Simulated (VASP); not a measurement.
AgCl: single point with PBE

The system is AgCl.

```
CELL_PARAMETERS angstrom
1.87091 5.55660 -3.92404
1.87091 5.55660 3.92404
7.48364 0.00000 0.00000
ATOMIC_POSITIONS crystal
Ag 0.72844 0.47844 0.19828
Ag 0.22844 0.97844 0.19828
Ag 0.72844 0.47844 0.69828
Ag 0.22844 0.97844 0.69828
Ag 0.77156 0.02156 0.30172
Ag 0.27156 0.52156 0.30172
Ag 0.77156 0.02156 0.80172
Ag 0.27156 0.52156 0.80172
Cl 0.50955 0.75955 0.43272
Cl 0.00955 0.25955 0.43272
Cl 0.50955 0.75955 0.93272
Cl 0.00955 0.25955 0.93272
Cl 0.99045 0.74045 0.06728
Cl 0.49045 0.24045 0.06728
Cl 0.99045 0.74045 0.56728
Cl 0.49045 0.24045 0.56728
```

```
Program                : VASP 6.6.1
Task                   : single point
Functional             : PBE
Potentials or basis    : VASP PAW PBE potentials, release 64 (Ag, Cl)
Cutoff                 : 520 eV
k mesh                 : 2 × 2 × 2, shifted
Occupations            : gaussian, width 0.1 eV
Spin                   : no spin polarisation
Dipole correction      : no
Further INCAR settings : LREAL = Auto; ALGO = Normal; EDIFF = 1e-06; NBANDS = 86; ISYM = 0
```

```yaml
Pressure: 1.5 GPa
Largest_force: 0.012 eV/Å
Band_gap_on_the_k_mesh: 1.59 eV
```

Forces in eV/Å, atoms in the order of the input:
```
Ag   0.002  0.011 -0.003
Ag   0.002  0.011 -0.003
Ag   0.002  0.011 -0.003
Ag   0.002  0.011 -0.003
Ag  -0.002 -0.011  0.003
Ag  -0.002 -0.011  0.003
Ag  -0.002 -0.011  0.003
Ag  -0.002 -0.011  0.003
Cl  -0.002 -0.006 -0.001
Cl  -0.002 -0.006 -0.001
Cl  -0.002 -0.006 -0.001
Cl  -0.002 -0.006 -0.001
Cl   0.002  0.006  0.001
Cl   0.002  0.006  0.001
Cl   0.002  0.006  0.001
Cl   0.002  0.006  0.001
```

Stress tensor (GPa, compression positive):
```
 1.42 -0.02 -0.01
-0.02  1.64  0.00
-0.01  0.00  1.59
```

Levels at points of the mesh, in eV from the valence-band top:
| k point | band 70 | band 71 | band 72 | band 73 | band 74 | band 75 |
| --- | --- | --- | --- | --- | --- | --- |
| (0.25, 0.25, 0.25) | -0.25 | -0.12 | -0.06 | 1.59 | 2.95 | 3.14 |

Run time: 2.1 min on 1 thread of Intel(R) Xeon(R) Platinum 8488C (Sapphire Rapids) (shared host), peak memory 0.42 GiB.

A k mesh can miss the band edges. A hybrid or GW would open this gap; PBE tends to underestimate it.
